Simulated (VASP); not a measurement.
Here is a VASP 6.6.1 calculation.

Contents of POSCAR:

```
AlPO3
1.0
    2.5617191149      1.4790092205      4.1962143944
   -2.5617191149      1.4790092205      4.1962143944
    0.0000000000     -2.9580184411      4.1962143943
Al P O
2 2 6
Direct
    0.7500000000      0.7500000000      0.7500000000
    0.2500000000      0.2500000000      0.2500000000
    0.5000000000      0.5000000000      0.5000000000
    0.0000000000      0.0000000000      0.0000000000
    0.2255382349      0.2744617651      0.7500000000
    0.2744617651      0.7500000000      0.2255382349
    0.7744617651      0.7255382349      0.2500000000
    0.2500000000      0.7744617651      0.7255382349
    0.7255382349      0.2500000000      0.7744617651
    0.7500000000      0.2255382349      0.2744617651
```

File INCAR.step1:

```
SYSTEM = AlPO3
PREC = Accurate ; ENCUT = 520
ISMEAR = 0 ; SIGMA = 0.1
LREAL = .FALSE. ; LASPH = .TRUE.
NELM = 60 ; NBANDS = 37
GGA = PE ; ALGO = Normal
EDIFF = 1E-4 ; LWAVE = .TRUE.
LCHARG = .FALSE.
```

The input INCAR.step2:

```
SYSTEM = AlPO3
PREC = Accurate ; ENCUT = 520
EDIFF = 1E-6 ; ISMEAR = 0
SIGMA = 0.1 ; LREAL = .FALSE.
LASPH = .TRUE. ; NELM = 60
ALGO = Normal ; ISIF = 2
LWAVE = .FALSE. ; LCHARG = .FALSE.
METAGGA = R2SCAN ; LMIXTAU = .TRUE.
NBANDS = 37 ; ISTART = 1
```

Contents of KPOINTS:

```
regular mesh
0
G
  6 6 6
  0 0 0
```

Potentials or basis: VASP PAW PBE potentials, release 64 (Al, P, O).

Command:

```bash
$ cat potpaw_PBE.64/Al/POTCAR potpaw_PBE.64/P/POTCAR potpaw_PBE.64/O/POTCAR > POTCAR
$ cp INCAR.step1 INCAR
$ mpirun -np 1 vasp_std > vasp.out
$ cp INCAR.step2 INCAR
$ mpirun -np 1 vasp_std > vasp.out
```

Question: Estimate the pressure.

Answer: -0.7 GPa.

Question: Predict the band gap on the k mesh.

Answer: Zero (band 26 reaches 9.97 eV, above the bottom of band 27 at 7.31 eV).

Question: What does it give for the largest force?

Answer: 0.045 eV/Å.

Forces on the atoms (eV/Å):
```
Al   0.000  0.000  0.000
Al   0.000  0.000  0.000
P    0.000  0.000  0.000
P    0.000  0.000  0.000
O   -0.045  0.000  0.000
O    0.023  0.039  0.000
O    0.045  0.000  0.000
O   -0.023  0.039  0.000
O   -0.023 -0.039  0.000
O    0.023 -0.039  0.000
```

Caveat: the PAW data sets were made with another functional, which shifts forces and pressure a little.
